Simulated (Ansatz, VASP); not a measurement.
**Ge4H in VASP and in Ansatz**

The input INCAR:

```
PREC = Accurate ; ENCUT = 520
EDIFF = 1E-6 ; ISMEAR = 0
SIGMA = 0.1 ; LREAL = F
LASPH = T ; NELM = 60
ALGO = Normal ; ISIF = 2
LWAVE = F ; LCHARG = F
LDIPOL = T ; IDIPOL = 3
DIPOL = 0.5 0.5 0.328 ; GGA = PE
IVDW = 12 ; NBANDS = 36
```

The input KPOINTS:

```
regular mesh
0
Gamma
  7 7 1
```

Contents of POSCAR:

```
Ge4H
1.0
    4.0303587907      0.0000000000      0.0000000000
    0.0000000000      4.0303587907      0.0000000000
    0.0000000000      0.0000000000     21.6416627718
Ge H
4 1
Direct
    0.0000000000      0.5000000000      0.1848286817
    0.0000000000      0.0000000000      0.2506714513
    0.5000000000      0.0000000000      0.3196569899
    0.5000000000      0.5000000000      0.3854446333
    0.5000000000      0.5000000000      0.5009625594
```

Input for Ansatz:

```yaml
crystal:
  lattice:
    - [4.0303587907, 0.0, 0.0]
    - [0.0, 4.0303587907, 0.0]
    - [0.0, 0.0, 21.6416627718]
  atoms:
    - { symbol: Ge, position: [0.0, 0.5, 0.1848286817] }
    - { symbol: Ge, position: [0.0, 0.0, 0.2506714513] }
    - { symbol: Ge, position: [0.5, 0.0, 0.3196569899] }
    - { symbol: Ge, position: [0.5, 0.5, 0.3854446333] }
    - { symbol: H, position: [0.5, 0.5, 0.5009625594] }
basis:
  ecutwfc: 420
kpoints:
  mp_grid: { grid: [7, 7, 1] }
hamiltonian:
  xc: pbe
  pseudopotentials: { kind: paw, azcp: { folder: soft_1 } }
  dispersion: d3bj
scf:
  occupations: { method: gaussian, width: 0.1 }
output:
  forces: true
  eigenvalues: true
  write_density: true
  write_potential: true
  elf: true
  volumetric_format: npy
efield:
  axis: 3
  dipole_correction: true
  ramp_width: 0.04
```

Alike in both runs: task single point; functional PBE; dispersion D3(BJ); k mesh 7 × 7 × 1; occupations gaussian, width 0.1 eV; no spin polarisation.

```csv
,VASP,Ansatz
version,VASP 6.6.1,Ansatz 0.2.0
potentials or method,"VASP PAW PBE potentials, release 64 (Ge_d, H), cutoff 520 eV","scalar-relativistic, plane waves, PAW"
valence electrons in the cell,57,57
```

```csv
,VASP,Ansatz,Ansatz less VASP
gap on the k mesh at the Fermi level (eV),none,none,-
rms of the force components (eV/Å),0.674,0.674,+0.0002
```

Atom by atom the forces differ by 0.002 eV/Å (rms over components). A gap of «none» marks a metal or a gap that the smearing closes. Ansatz's warnings: xc potential rough in thin density.
